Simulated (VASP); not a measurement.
# BiIr (F-43m) in VASP: settings compared, part 2 of 2

VASP 6.6.1. Earlier steps stand in the parts before.

### Step 5. Single point, r2SCAN

POSCAR reads:

```
BiIr
1.0
    0.0000000000      3.0380373730      3.0380373730
    3.0380373730      0.0000000000      3.0380373730
    3.0380373730      3.0380373730      0.0000000000
Ir Bi
1 1
Direct
    0.0000000000      0.0000000000      0.0000000000
    0.2500000000      0.2500000000      0.2500000000
```

INCAR.step1 reads:

```
ALGO     = Normal         # electronic algorithm
EDIFF    = 1E-4           # SCF threshold, eV
ENCUT    = 520            # plane-wave cutoff, eV
GGA      = PE             # functional
ISMEAR   = 0              # smearing method
LASPH    = T              # aspherical terms in the spheres
LCHARG   = F              # write CHGCAR
LREAL    = F              # projectors in reciprocal space
LWAVE    = T              # write WAVECAR
NBANDS   = 19             # bands
NELM     = 60             # most SCF steps
PREC     = Accurate       # precision mode
SIGMA    = 0.05           # smearing width, eV
```

INCAR.step2 reads:

```
ALGO     = Normal         # electronic algorithm
EDIFF    = 1E-7           # SCF threshold, eV
ENCUT    = 520            # plane-wave cutoff, eV
ISIF     = 2              # what is computed and relaxed
ISMEAR   = 0              # smearing method
ISTART   = 1            
LASPH    = T              # aspherical terms in the spheres
LCHARG   = T              # write CHGCAR
LELF     = T              # ELF
LMIXTAU  = T            
LREAL    = F              # projectors in reciprocal space
LVHAR    = T            
LWAVE    = F              # write WAVECAR
METAGGA  = R2SCAN         # meta-GGA
NBANDS   = 19             # bands
NELM     = 60             # most SCF steps
PREC     = Accurate       # precision mode
SIGMA    = 0.05           # smearing width, eV
```

KPOINTS reads:

```
k-points
0
Gamma
  10 10 10
```

On the command line:

```
> cat potpaw_PBE.64/Ir/POTCAR potpaw_PBE.64/Bi_d/POTCAR > POTCAR
> cp INCAR.step1 INCAR
> mpirun -np 1 vasp_std > vasp.out
> cp INCAR.step2 INCAR
> mpirun -np 1 vasp_std > vasp.out
```

Wall time 59 s (1 thread of Intel Xeon 6975P-C (Granite Rapids), shared host); peak memory 0.21 GiB.

Results (log left out):

```yaml
Free_energy: -109.6020 eV
Pressure: 0.4 GPa
Band_gap_on_the_k_mesh: zero (band 12 reaches 8.17 eV, above the bottom of band 13 at 4.82 eV)
```

Levels at points of the mesh, in eV from the Fermi level:
```
           k point  band 10  band 11  band 12  band 13  band 14  band 15
(0.00, 0.00, 0.00)    -1.77    -1.77     2.75     5.21     5.21     5.21
(0.50, 0.00, 0.00)    -1.67    -1.67    -1.42     2.67     2.67     4.11
(0.50, 0.50, 0.00)    -1.76    -1.66    -1.44     0.01     0.01     5.26
```

Caveat: the PAW data sets were made with another functional, which shifts forces and pressure a little; spin-orbit coupling is left out, which moves the levels of the heavy elements.

### Step 6. Single point, r2SCAN

POSCAR is that of step 5.

INCAR.step1 reads:

```
SYSTEM = BiIr
PREC = Accurate
ENCUT = 520
ISMEAR = 0
SIGMA = 0.05
LREAL = .False.
LASPH = .True.
NELM = 100
NBANDS = 19
GGA = PE
ALGO = Normal
EDIFF = 1E-4
LWAVE = .True.
LCHARG = .False.
```

INCAR.step2 reads:

```
SYSTEM = BiIr
PREC = Accurate
ENCUT = 520
EDIFF = 1E-6
ISMEAR = 0
SIGMA = 0.05
LREAL = .False.
LASPH = .True.
NELM = 100
ALGO = Normal
ISIF = 2
LWAVE = .False.
LCHARG = .False.
METAGGA = R2SCAN
LMIXTAU = .True.
NBANDS = 19
ISTART = 1
```

KPOINTS reads:

```
regular mesh
0
Gamma
  10 10 10
  0 0 0
```

Potentials or basis: VASP PAW PBE potentials, release 64 (Ir, Bi_d).

On the command line:

```
> cat potpaw_PBE.64/Ir/POTCAR potpaw_PBE.64/Bi_d/POTCAR > POTCAR
> cp INCAR.step1 INCAR
> mpirun -np 1 vasp_std > vasp.out
> cp INCAR.step2 INCAR
> mpirun -np 1 vasp_std > vasp.out
```

OUTCAR:

```text
SYSTEM = BiIr
   PREC = Accurate
   ENCUT = 520
   EDIFF = 1E-6
   ISMEAR = 0
   LREAL = .False.
   LASPH = .True.
   NELM = 100
   ISIF = 2
   METAGGA = R2SCAN
   ISTART = 1

 ion  position               nearest neighbor table
   1  0.000  0.000  0.000-   2 2.63   2 2.63   2 2.63   2 2.63
   2  0.250  0.250  0.250-   1 2.63   1 2.63   1 2.63   1 2.63

  LATTYP: Found a face centered cubic cell.
 ALAT       =     6.0760747460

  Lattice vectors:

 A1 = (   0.0000000000,   3.0380373730,   3.0380373730)
 A2 = (   3.0380373730,   0.0000000000,   3.0380373730)
 A3 = (   3.0380373730,   3.0380373730,   0.0000000000)
[... 189 lines left out ...]
      6      -7.1742      2.00000
[... 505 lines left out ...]
      6      -6.0708      2.00000
[... 11 lines left out ...]
     18      16.7518      0.00000
     19      18.0172      0.00000

 [... further k-points ...]
[... 5 lines left out ...]
  --------------------------------------------------------------------------------------
  -------------------------------------------------------------------------------------
  Total        0.1228308      0.1228308      0.1228308      0.0000000     -0.0000000      0.0000000
  in kB        3.5092044      3.5092044      3.5092044      0.0000000     -0.0000000      0.0000000
  external PRESSURE =       3.5092044 kB  Pullay stress =       0.0000000 kB

 VOLUME and BASIS-vectors are now :
 -----------------------------------------------------------------------------
  energy-cutoff  :      520.00
  volume of cell :       56.08
      direct lattice vectors                 reciprocal lattice vectors
     0.000000000  3.038037373  3.038037373    -0.164579937  0.164579937  0.164579937
     3.038037373  0.000000000  3.038037373     0.164579937 -0.164579937  0.164579937
     3.038037373  3.038037373  0.000000000     0.164579937  0.164579937 -0.164579937

 POSITION                                       TOTAL-FORCE (eV/Angst)
 -----------------------------------------------------------------------------------
      0.00000      0.00000      0.00000        -0.000000     -0.000000     -0.000000
      1.51902      1.51902      1.51902         0.000000      0.000000      0.000000
 -----------------------------------------------------------------------------------
    total drift:                                0.000000      0.000000      0.000000

  FREE ENERGIE OF THE ION-ELECTRON SYSTEM (eV)
  ---------------------------------------------------
  free  energy   TOTEN  =      -109.6020264500 eV

  energy  without entropy=     -109.6004038632  energy(sigma->0) =     -109.60121516
```

OUTCAR.step1:

```text
SYSTEM = BiIr
   PREC = Accurate
   ENCUT = 520
   ISMEAR = 0
   LREAL = .False.
   LASPH = .True.
[... 749 lines left out ...]
      0.00000      0.00000      0.00000         0.000000      0.000000      0.000000
      1.51902      1.51902      1.51902        -0.000000     -0.000000     -0.000000
 -----------------------------------------------------------------------------------
    total drift:                                0.000000      0.000000      0.000000

  FREE ENERGIE OF THE ION-ELECTRON SYSTEM (eV)
  ---------------------------------------------------
  free  energy   TOTEN  =       -11.4251317634 eV

  energy  without entropy=      -11.4235939918  energy(sigma->0) =      -11.42436288
```

Run time: 50 s. Hardware: 1 thread of Intel Xeon 6975P-C (Granite Rapids), shared host; peak memory 0.22 GiB.

What came out:

- Free energy: -109.6020 eV
- Pressure: 0.4 GPa
- Band gap on the k mesh: zero (band 12 reaches 8.17 eV, above the bottom of band 13 at 4.82 eV)

Levels at points of the mesh, in eV from the Fermi level:
```tsv
k point	band 8	band 9	band 10	band 11	band 12	band 13	band 14	band 15	band 16	band 17
(0.00, 0.00, 0.00)	-3.69	-3.69	-1.77	-1.77	2.75	5.21	5.21	5.21	7.07	7.07
(0.50, 0.00, 0.00)	-3.40	-3.40	-1.67	-1.67	-1.42	2.67	2.67	4.11	8.50	8.58
(0.50, 0.50, 0.00)	-2.52	-2.52	-1.76	-1.66	-1.44	0.01	0.01	5.26	5.63	13.21
```

Caveat: the PAW data sets were made with another functional, which shifts forces and pressure a little; spin-orbit coupling is left out, which moves the levels of the heavy elements.

### Step 7. The runs side by side

| level | potentials or basis | cell | gap on the mesh (eV) | pressure (GPa) |
| --- | --- | --- | --- | --- |
| LDA | VASP PAW LDA potentials, release 64 (Ir, Bi_d) | a = 4.296 Å, angles 60.0°, 2 atoms | none | -3.1 |
| r2SCAN | VASP PAW PBE potentials, release 64 (Ir, Bi_d) | a = 4.238 Å, angles 60.0°, 2 atoms | none | 4.7 |
| r2SCAN | VASP PAW PBE potentials, release 64 (Ir, Bi_d) | a = 4.268 Å, angles 60.0°, 2 atoms | none | 2.4 |
| r2SCAN | VASP PAW PBE potentials, release 64 (Ir, Bi_d) | a = 4.296 Å, angles 60.0°, 2 atoms | none | 0.4 |

Alike in all rows: task single point; no spin polarisation; k mesh 10 × 10 × 10; cutoff (eV) 520; smearing gaussian 0.05 eV.

Caveats: spin-orbit coupling is left out, which moves the levels of the heavy elements; the PAW data sets were made with another functional, which shifts forces and pressure a little (some runs).

Total energies depend on the potentials used, so only differences within one code and one set of settings carry meaning.
